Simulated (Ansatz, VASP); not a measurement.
# KZnF3: VASP beside Ansatz

```
K Zn F
1.0
     4.12018    0.00000    0.00000
     0.00000    4.12018    0.00000
     0.00000    0.00000    4.12018
K Zn F
1 1 3
Direct
  0.50000 0.50000 0.50000
  0.00000 0.00000 0.00000
  0.00000 0.50000 0.00000
  0.00000 0.00000 0.50000
  0.50000 0.00000 0.00000
```

Alike in both runs: functional PBE; k mesh 6 × 6 × 6; occupations gaussian, width 0.1 eV; no spin polarisation.

Ansatz relaxed the structure, and its values are those at the end. VASP's run is a single point on that final structure, the one shown.

|  | VASP | Ansatz |
| --- | --- | --- |
| version | VASP 6.6.1 | Ansatz 0.2.0 |
| potentials or method | VASP PAW PBE potentials, release 64 (K_sv, Zn, F), cutoff 520 eV | scalar-relativistic, plane waves, PAW |
| valence electrons in the cell | 42 | 42 |

Ansatz gave:

* gap on the k mesh at the Fermi level (eV): 3.73
* least direct gap on the mesh (eV): 5.27
* pressure (GPa): 0.4

**Question.** Estimate VASP's values.

**Answer.** gap on the k mesh at the Fermi level (eV): 3.66; least direct gap on the mesh (eV): 5.23; pressure (GPa): 0.6.
